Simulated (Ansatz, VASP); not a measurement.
Two plane-wave programs on RuSe

The input INCAR:

```
SYSTEM = RuSe
PREC = Accurate ; ENCUT = 520
EDIFF = 1E-7 ; ISMEAR = 0
SIGMA = 0.01 ; LREAL = .False.
LASPH = .True. ; NELM = 80
ALGO = Normal ; ISIF = 2
LWAVE = .False. ; LCHARG = .False.
GGA = PE ; NBANDS = 17
```

File KPOINTS:

```
regular mesh
0
Gamma
  10 10 10
  0 0 0
```

File POSCAR:

```
RuSe
1.0
    0.0000000000      2.7520188154      2.7520188154
    2.7520188154      0.0000000000      2.7520188154
    2.7520188154      2.7520188154      0.0000000000
Ru Se
1 1
Direct
    0.0000000000      0.0000000000      0.0000000000
    0.2500000000      0.2500000000      0.2500000000
```

Input for Ansatz:

```yaml
crystal:
  lattice:
    - [0.0, 2.7520188154, 2.7520188154]
    - [2.7520188154, 0.0, 2.7520188154]
    - [2.7520188154, 2.7520188154, 0.0]
  atoms:
    - { symbol: Ru, position: [0.0, 0.0, 0.0] }
    - { symbol: Se, position: [0.25, 0.25, 0.25] }
basis:
  ecutwfc: 420
  ecutrho_ratio: 4
kpoints:
  mp_grid: { grid: [10, 10, 10] }
hamiltonian:
  xc: pbe
scf:
  occupations: { method: gaussian, width: 0.01 }
output:
  forces: true
  stress: true
```

Alike in both runs: task single point; functional PBE; k mesh 10 × 10 × 10; occupations gaussian, width 0.01 eV; no spin polarisation.

|  | VASP | Ansatz |
| --- | --- | --- |
| version | VASP 6.6.1 | Ansatz 0.2.0 |
| potentials or method | VASP PAW PBE potentials, release 64 (Ru_pv, Se), cutoff 520 eV | scalar-relativistic, plane waves, PAW |
| valence electrons in the cell | 20 | 32 |

```csv
,VASP,Ansatz,Ansatz less VASP
pressure (GPa),0.1,0.0,-0.11
```

VASP's potentials hold 20 valence electrons a cell and Ansatz's 32, so a difference there can come from the potentials and not from the codes.
